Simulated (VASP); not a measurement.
# Au (P1) in VASP: notebook

The runs below take Au through single point, with LDA.

Program: VASP 6.6.1. These are calculated values, not measurements. Logs are shortened: lines on timing, memory, paths and dates and some standing lists are left out, and cuts for length are marked.

### 1 The cell of the first run

The typed cell holds 4 atoms: a = 5.756 Å, b = 5.756 Å, c = 2.878 Å, α = 60.00°, β = 60.00°, γ = 60.00°.

### 2 Single point, LDA

Contents of INCAR:

```
SYSTEM = Au
PREC     = Accurate       ! precision mode
ENCUT    = 520            ! plane-wave cutoff, eV
EDIFF    = 1E-6           ! SCF threshold, eV
ISMEAR   = -1             ! smearing method
SIGMA    = 0.08           ! smearing width, eV
LREAL    = .False.        ! projectors in reciprocal space
LASPH    = .True.         ! aspherical terms in the spheres
NELM     = 80             ! most SCF steps
ALGO     = Normal         ! electronic algorithm
ISIF     = 2              ! what is computed and relaxed
LWAVE    = .False.        ! write WAVECAR
LCHARG   = .True.         ! write CHGCAR
LELF     = .True.         ! ELF
LVHAR    = .True.       
NBANDS   = 30             ! bands
```

Contents of KPOINTS:

```
regular mesh
0
Gamma
  4 4 8
  0 0 0
```

Contents of POSCAR:

```
Au
1.0
    0.0000000000      4.0700000000      4.0700000000
    4.0700000000      0.0000000000      4.0700000000
    2.0350000000      2.0350000000      0.0000000000
Au
4
Direct
   -0.0019170762     -0.0071325553      0.0340695332
    0.0099991400      0.5057708845     -0.0338125307
    0.4989920147      0.0000320639     -0.0158911548
    0.5035918919      0.5010496314      0.0160663391
```

Potentials or basis: VASP PAW LDA potentials, release 64 (Au).

Started as:

```
cat potpaw_LDA.64/Au/POTCAR > POTCAR
mpirun -np 1 vasp_std > vasp.out
```

OUTCAR:

```text
SYSTEM = Au
   PREC = Accurate
   ENCUT = 520
   EDIFF = 1E-6
   ISMEAR = -1
   LREAL = .False.
   LASPH = .True.
   NELM = 80
   ISIF = 2

 ion  position               nearest neighbor table
   1  0.998  0.993  0.034-   2 2.74   3 2.81   3 2.83   4 2.87   2 2.87   4 2.89   2 2.89   3 2.93
                             3 2.95   2 3.01
   2  0.010  0.506  0.966-   1 2.74   4 2.79   4 2.86   3 2.86   1 2.87   1 2.89   3 2.89   4 2.90
                             4 2.97   1 3.01
   3  0.499  0.000  0.984-   1 2.81   4 2.81   1 2.83   4 2.84   2 2.86   2 2.89   4 2.92   1 2.93
                             4 2.94   1 2.95
   4  0.504  0.501  0.016-   2 2.79   3 2.81   3 2.84   2 2.86   1 2.87   1 2.89   2 2.90   3 2.92
                             3 2.94   2 2.97

  LATTYP: Found a base centered orthorhombic cell.
 ALAT       =     5.7558491989
 B/A-ratio  =     1.4142135624
 C/A-ratio  =     0.5000000000

  Lattice vectors:

 A1 = (  -2.0350000000,   2.0350000000,  -4.0700000000)
 A2 = (  -2.0350000000,   2.0350000000,   4.0700000000)
 A3 = (   2.0350000000,   2.0350000000,   0.0000000000)

Analysis of symmetry for initial positions (statically):
=====================================================================
 Subroutine PRICEL returns:
 Original cell was already a primitive cell.

 Routine SETGRP: Setting up the symmetry group for a
 base centered orthorhombic supercell.

 Subroutine GETGRP returns: Found  1 space group operations
 (whereof  1 operations were pure point group operations)
 out of a pool of  8 trial point group operations.

The static configuration has the point symmetry C_1 .

Analysis of symmetry for dynamics (positions and initial velocities):
=====================================================================
 Subroutine PRICEL returns:
 Original cell was already a primitive cell.

 Routine SETGRP: Setting up the symmetry group for a
 base centered orthorhombic supercell.

 Subroutine GETGRP returns: Found  1 space group operations
 (whereof  1 operations were pure point group operations)
 out of a pool of  8 trial point group operations.

The dynamic configuration has the point symmetry C_1 .

 Subroutine INISYM returns: Found  1 space group operations
 (whereof  1 operations are pure point group operations),
 and found     1 'primitive' translations

----------------------------------------------------------------------------------------

                                     Primitive cell

  volume of cell :      67.4191

  direct lattice vectors                    reciprocal lattice vectors
     0.000000000  4.070000000  4.070000000    -0.122850123  0.122850123  0.122850123
     4.070000000  0.000000000  4.070000000     0.122850123 -0.122850123  0.122850123
     2.035000000  2.035000000  0.000000000     0.245700246  0.245700246 -0.245700246

  length of vectors
     5.755849199  5.755849199  2.877924599     0.212782654  0.212782654  0.425565309

  position of ions in fractional coordinates (direct lattice)
     0.998082924  0.992867445  0.034069533
     0.009999140  0.505770885  0.966187469
     0.498992015  0.000032064  0.984108845
     0.503591892  0.501049631  0.016066339

  ion indices of the primitive-cell ions
   primitive index   ion index
                 1           1
                 2           2
                 3           3
                 4           4

----------------------------------------------------------------------------------------

 KPOINTS: regular mesh

Automatic generation of k-mesh.
 Grid dimensions read from file:
 generate k-points for:    4    4    8

 Generating k-lattice:

  Cartesian coordinates                     Fractional coordinates (reciprocal lattice)
    -0.030712531  0.030712531  0.030712531     0.250000000  0.000000000  0.000000000
     0.030712531 -0.030712531  0.030712531     0.000000000  0.250000000  0.000000000
     0.030712531  0.030712531 -0.030712531     0.000000000  0.000000000  0.125000000

  Length of vectors
     0.053195664  0.053195664  0.053195664

  Shift w.r.t. Gamma in fractional coordinates (k-lattice)
     0.000000000  0.000000000  0.000000000

 Subroutine IBZKPT returns following result:
 ===========================================

 Found     68 irreducible k-points:

 Following reciprocal coordinates:
            Coordinates               Weight
  0.000000  0.000000  0.000000      1.000000
  0.250000  0.000000  0.000000      2.000000
  0.000000 -0.250000  0.000000      2.000000
  0.500000  0.000000  0.000000      1.000000
  0.000000  0.500000  0.000000      1.000000
  0.250000  0.250000  0.000000      2.000000
[... 16 lines left out ...]
  0.500000  0.500000  0.125000      2.000000
 -0.250000 -0.250000  0.125000      2.000000
 [... further k-points ...]
   k-points           NKPTS =     68   k-points in BZ     NKDIM =     68   number of bands    NBANDS=     30
   number of dos      NEDOS =    301   number of ions     NIONS =      4
   total plane-waves  NPLWV =  55296
   dimension x,y,z NGX =    48 NGY =   48 NGZ =   24
   dimension x,y,z NGXF=    96 NGYF=   96 NGZF=   48
   ions per type =               4
   NGX,Y,Z   is equivalent  to a cutoff of  13.86, 13.86, 13.86 a.u.
   NGXF,Y,Z  is equivalent  to a cutoff of  27.73, 27.73, 27.73 a.u.
 SYSTEM =  Au
   PREC   = accura    normal or accurate (medium, high low for compatibility)
   ISTART =      0    job   : 0-new  1-cont  2-samecut
   ICHARG =      2    charge: 1-file 2-atom 10-const
   ISPIN  =      1    spin polarized calculation?
   LNONCOLLINEAR =      F non collinear calculations
   LSORBIT =      F    spin-orbit coupling
   LASPH  =      T    aspherical Exc in radial PAW
   ENCUT  =  520.0 eV  38.22 Ry    6.18 a.u.  10.70 10.70  5.35*2*pi/ulx,y,z
   NELM   =     80;   NELMIN=  2; NELMDL= -5     # of ELM steps
   EDIFF  = 0.1E-05   stopping-criterion for ELM
   LREAL  =      F    real-space projection
   EDIFFG = 0.1E-04   stopping-criterion for IOM
   NSW    =      0    number of steps for IOM
   IBRION =     -1    ionic relax: 0-MD 1-quasi-New 2-CG
   NFREE  =      0    steps in history (QN), initial steepest desc. (CG)
   ISIF   =      2    stress and relaxation
   ISYM   =      2    0-nonsym 1-usesym 2-fastsym
   POTIM  = 0.5000    time-step for ionic-motion
   TEBEG  =    0.0;   TEEND  =   0.0 temperature during run
   PSTRESS=    0.0 pullay stress
   NELECT =      44.0000    total number of electrons
   NUPDOWN=      -1.0000    fix difference up-down
   EMIN   =  10.00;   EMAX   =-10.00  energy-range for DOS
   EFERMI =   0.00;   METHOD = LEGACY
   ISMEAR =    -1;   SIGMA  =   0.08  broadening in eV -4-tet -1-fermi 0-gaus
   EFERMI_NEDOS =   21; number of points for ismear=-14 and -15
   IALGO  =     38    algorithm
   IMIX   =      4    mixing-type and parameters
     AMIX     =   0.40;   BMIX     =  1.00
     AMIX_MAG =   1.60;   BMIX_MAG =  1.00
  volume/ion in A,a.u.               =      16.85       113.74
  Fermi-wavevector in a.u.,A,eV,Ry     =   1.420032  2.683470 27.436005  2.016489
  Thomas-Fermi vector in A             =   2.540990
   LORBIT       =      0    0 simple, 1 ext, 2 COOP (PROOUT), +10 PAW based schemes
   GGA     = CA    functional components
   LHFCALC =     F    Hartree Fock is set to
   AEXX    =    0.0000 exact exchange contribution
   IVDW    =     0    specifies the selected vdW correction
   LEPSILON=     F    determine dielectric tensor
   LRPA    =     F    only Hartree local field effects (RPA)
 non-spin polarized calculation
  energy-cutoff  :      520.00
  volume of cell :       67.42
 maximum number of plane-waves:      1848
 NGX is ok and might be reduce to    48
   NGX = 21   NGY = 21   NGZ = 11

 number of electron      44.0000000 magnetization

 Free energy of the ion-electron system (eV)
  ---------------------------------------------------
  ext. energy  EPLUGINS =         0.00000000
  ---------------------------------------------------
  free energy    TOTEN  =       -17.57489774 eV

  energy without entropy =      -17.52632276  energy(sigma->0) =      -17.55061025

 E-fermi :   9.4537     XC(G=0): -13.0424

 val. band max:        9.3752826881   @ k =   0.5000   0.5000   0.5000
 cond. band min:       9.4654639768   @ k =  -0.2500   0.5000   0.5000
 fundamental gap:      0.0901812887
 Fermi energy:         9.4536901392

 k-point     1 :       0.0000    0.0000    0.0000
  band No.  band energies     occupation
      1      -0.5619      2.00000
      2       2.0172      2.00000
      3       2.0180      2.00000
      4       2.2751      2.00000
      5       2.6000      2.00000
      6       4.6245      2.00000
[... 22 lines left out ...]
     29      19.5355      0.00000
     30      23.5076      0.00000

 k-point     2 :       0.2500    0.0000    0.0000
  band No.  band energies     occupation
      1      -0.0249      2.00000
      2       1.9690      2.00000
      3       2.4030      2.00000
      4       2.5541      2.00000
      5       2.8808      2.00000
      6       4.3957      2.00000
[... 22 lines left out ...]
     29      20.5485      0.00000
     30      23.6013      0.00000

 k-point     3 :       0.0000   -0.2500    0.0000
  band No.  band energies     occupation
      1      -0.0252      2.00000
      2       1.9697      2.00000
      3       2.3902      2.00000
      4       2.5635      2.00000
      5       2.8834      2.00000
      6       4.3977      2.00000
[... 22 lines left out ...]
     29      20.5481      0.00000
     30      23.6309      0.00000

 k-point     4 :       0.5000    0.0000    0.0000
  band No.  band energies     occupation
      1       1.2307      2.00000
      2       1.2800      2.00000
      3       2.8914      2.00000
      4       2.9067      2.00000
      5       3.7772      2.00000
      6       3.8326      2.00000
[... 22 lines left out ...]
     29      21.0035      0.00000
     30      21.1557      0.00000

 k-point     5 :       0.0000    0.5000    0.0000
  band No.  band energies     occupation
      1       1.1947      2.00000
      2       1.3178      2.00000
      3       2.8806      2.00000
      4       2.9123      2.00000
      5       3.6867      2.00000
      6       3.9363      2.00000
[... 22 lines left out ...]
     29      20.9212      0.00000
     30      21.5431      0.00000
[... 526 lines left out ...]
     29      21.1304      0.00000
     30      21.8200      0.00000

 k-point    22 :      -0.2500    0.5000   -0.1250
  band No.  band energies     occupation
      1       0.8026      2.00000
      2       2.2654      2.00000
      3       2.9270      2.00000
      4       3.0861      2.00000
      5       3.2136      2.00000
      6       3.9768      2.00000
[... 22 lines left out ...]
     29      21.1203      0.00000
     30      21.7961      0.00000

 k-point    23 :       0.5000    0.5000    0.1250
  band No.  band energies     occupation
      1       1.2447      2.00000
      2       2.6330      2.00000
      3       3.0345      2.00000
      4       3.0530      2.00000
      5       3.3436      2.00000
      6       4.0086      2.00000
[... 22 lines left out ...]
     29      21.4650      0.00000
     30      22.5287      0.00000

 k-point    24 :      -0.2500   -0.2500    0.1250
  band No.  band energies     occupation
      1       1.2475      2.00000
      2       2.6361      2.00000
      3       3.0393      2.00000
      4       3.0578      2.00000
      5       3.3387      2.00000
      6       4.0295      2.00000
[... 22 lines left out ...]
     29      21.4728      0.00000
     30      22.5052      0.00000

 [... further k-points ...]

------------------------ aborting loop because EDIFF is reached ----------------------------------------

  FORCE on cell =-STRESS in cart. coord.  units (eV):
  Direction    XX          YY          ZZ          XY          YZ          ZX
  --------------------------------------------------------------------------------------
  -------------------------------------------------------------------------------------
  Total       -0.5236372     -0.4721956     -0.0492119     -0.2477882     -0.1864151     -0.0789932
  in kB      -12.4439393    -11.2214591     -1.1694932     -5.8885454     -4.4300473     -1.8772288
  external PRESSURE =      -8.2782972 kB  Pullay stress =       0.0000000 kB

 VOLUME and BASIS-vectors are now :
 -----------------------------------------------------------------------------
  energy-cutoff  :      520.00
  volume of cell :       67.42
      direct lattice vectors                 reciprocal lattice vectors
     0.000000000  4.070000000  4.070000000    -0.122850123  0.122850123  0.122850123
     4.070000000  0.000000000  4.070000000     0.122850123 -0.122850123  0.122850123
     2.035000000  2.035000000  0.000000000     0.245700246  0.245700246 -0.245700246

 POSITION                                       TOTAL-FORCE (eV/Angst)
 -----------------------------------------------------------------------------------
      4.11030      4.13153      8.10317         0.005166     -0.448821      0.494571
      4.02468      2.00689      2.09918         0.121825      0.310310     -0.625602
      2.00279      4.03356      2.03103         0.260559      0.133248     -0.033028
      2.07197      2.08231      4.08889        -0.387550      0.005263      0.164059
 -----------------------------------------------------------------------------------
    total drift:                                0.000006     -0.000018     -0.000004

  FREE ENERGIE OF THE ION-ELECTRON SYSTEM (eV)
  ---------------------------------------------------
  free  energy   TOTEN  =       -17.5748977449 eV

  energy  without entropy=      -17.5263227599  energy(sigma->0) =      -17.55061025
```

Run time: 47 s. Hardware: 1 thread of Intel Xeon 6975P-C (Granite Rapids), shared host; peak memory 0.24 GiB.

Results:

```yaml
Free_energy: -17.5749 eV
Pressure: -0.8 GPa
Largest_force: 0.709 eV/Å
Band_gap_on_the_k_mesh: zero (band 22 reaches 12.08 eV, above the bottom of band 23 at 7.46 eV)
```

Forces on the atoms (eV/Å):
```
Au   0.005 -0.449  0.495
Au   0.122  0.310 -0.626
Au   0.261  0.133 -0.033
Au  -0.388  0.005  0.164
```

Stress tensor (GPa, compression positive):
```
-1.24 -0.59 -0.19
-0.59 -1.12 -0.44
-0.19 -0.44 -0.12
```

Caveat: spin-orbit coupling is left out, which moves the levels of the heavy elements.

### 3 Single point, LDA

Contents of INCAR:

```
PREC     = Accurate       # precision mode
ENCUT    = 520            # plane-wave cutoff, eV
EDIFF    = 1E-6           # SCF threshold, eV
ISMEAR   = -1             # smearing method
SIGMA    = 0.08           # smearing width, eV
LREAL    = F              # projectors in reciprocal space
LASPH    = T              # aspherical terms in the spheres
NELM     = 80             # most SCF steps
ALGO     = Normal         # electronic algorithm
ISIF     = 2              # what is computed and relaxed
LWAVE    = F              # write WAVECAR
LCHARG   = F              # write CHGCAR
NBANDS   = 30             # bands
```

Contents of KPOINTS:

```
Automatic mesh
0
Gamma
  4 4 8
```

Contents of POSCAR:

```
Au
1.0
    0.0000000000      4.0700000000      4.0700000000
    4.0700000000      0.0000000000      4.0700000000
    2.0350000000      2.0350000000      0.0000000000
Au
4
Direct
   -0.0019170762     -0.0071323096      0.0340690418
    0.0099991400      0.5057703931     -0.0338115479
    0.4989918919      0.0000321867     -0.0158909091
    0.5035920147      0.5010495086      0.0160660934
```

Potentials or basis: VASP PAW LDA potentials, release 64 (Au).

Started as:

```
cat potpaw_LDA.64/Au/POTCAR > POTCAR
mpirun -np 1 vasp_std > vasp.out
```

Run time: 49 s. Hardware: 1 thread of Intel Xeon 6975P-C (Granite Rapids), shared host; peak memory 0.24 GiB.

It converged, with:

```yaml
Free_energy: -17.5749 eV
Pressure: -0.8 GPa
Largest_force: 0.709 eV/Å
Band_gap_on_the_k_mesh: zero (band 22 reaches 12.08 eV, above the bottom of band 23 at 7.46 eV)
```

Forces in eV/Å, atoms in the order of the input:
```
Au   0.005 -0.449  0.495
Au   0.122  0.310 -0.626
Au   0.261  0.133 -0.033
Au  -0.388  0.005  0.164
```

Stress tensor (GPa, compression positive):
```
-1.24 -0.59 -0.19
-0.59 -1.12 -0.44
-0.19 -0.44 -0.12
```

Levels at points of the mesh, in eV from the Fermi level:
```tsv
k point	band 20	band 21	band 22	band 23	band 24	band 25
(0.00, 0.00, 0.00)	-1.68	-1.62	-1.03	-1.01	0.98	3.14
(0.50, 0.00, 0.00)	-2.93	-1.89	-1.88	1.05	1.07	5.38
(0.00, 0.50, 0.00)	-2.81	-1.91	-1.88	0.96	1.17	5.37
(0.50, 0.50, 0.00)	-3.11	-2.62	-2.49	-0.27	-0.25	8.53
(0.00, 0.00, 0.50)	-1.63	-1.00	-0.95	0.98	0.99	3.09
(0.50, 0.00, 0.50)	-1.82	0.94	0.97	1.11	1.18	5.28
(0.00, 0.50, 0.50)	-1.81	0.93	0.96	1.13	1.17	5.21
(0.50, 0.50, 0.50)	-1.62	-0.44	-0.08	4.72	4.72	6.12
```

Caveat: spin-orbit coupling is left out, which moves the levels of the heavy elements.
